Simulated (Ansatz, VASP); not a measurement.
BaTiO3: VASP beside Ansatz

```xyz
5
Lattice="2.8831 1.6646 2.3632 -2.8831 1.6646 2.3632 0.0000 -3.3291 2.3632" Properties=species:S:1:pos:R:3 pbc="T T T"
Ba    0.0000    0.0000   -0.0414
Ti    0.0000    0.0000    3.3963
O     0.0000    1.6225    2.4768
O    -1.4052   -0.8113    2.4768
O     1.4052   -0.8113    2.4768
```

Change from the starting cell: volume scaled by 1.06, ions relaxed.

Alike in both runs: functional PBE; k mesh 8 × 8 × 8; occupations fermi-dirac, width 0.02 eV; no spin polarisation.

Ansatz relaxed the structure, and its values are those at the end. VASP's run is a single point on that final structure, the one shown.

|  | VASP | Ansatz |
| --- | --- | --- |
| version | VASP 6.6.1 | Ansatz 0.2.0 |
| potentials or method | VASP PAW PBE potentials, release 64 (Ba_sv, Ti_sv, O_h) | plane-wave PAW, scalar-relativistic |
| plane-wave cutoff (eV) | 910 | 420 |
| valence electrons in the cell | 40 | 40 |

Ansatz gave:

```
gap on the k mesh at the Fermi level (eV) : 2.70
rms of the force components (eV/Å)        : 0.003
```

Q: Estimate VASP's values.

A: gap on the k mesh at the Fermi level (eV): 2.66; rms of the force components (eV/Å): 0.023.

Ansatz's warnings: stress scf threshold loose.

Neither program's run includes spin-orbit coupling. Noted on VASP's run: the cutoff is under 1.25 times that of the potentials, so the pressure is a little rough.
